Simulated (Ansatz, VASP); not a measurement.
**Ta: VASP beside Ansatz**

```
Ta
1.0
     0.00000    3.00154    3.00154
     3.00154    0.00000    3.00154
     3.00154    3.00154    0.00000
Ta
2
Direct
  0.00000 0.00000 0.00000
  0.25000 0.25000 0.25000
```

Change from the starting cell: volume scaled by 0.95.

Alike in both runs: task single point; functional PBE; k mesh 9 × 9 × 9; occupations fermi-dirac, width 0.03 eV; no spin polarisation.

```csv
,VASP,Ansatz
version,VASP 6.6.1,Ansatz 0.2.0
potentials or method,"VASP PAW PBE potentials, release 64 (Ta_pv), cutoff 520 eV","all-electron LAPW, scalar-relativistic"
```

Ansatz gave:

| Quantity | Value |
| --- | --- |
| pressure (GPa) | 3.8 |

Q: Estimate VASP's values.

A: Pressure (GPa): 4.0.

Ansatz ran all-electron here, and VASP with PAW potentials.

Spin-orbit coupling is off throughout.
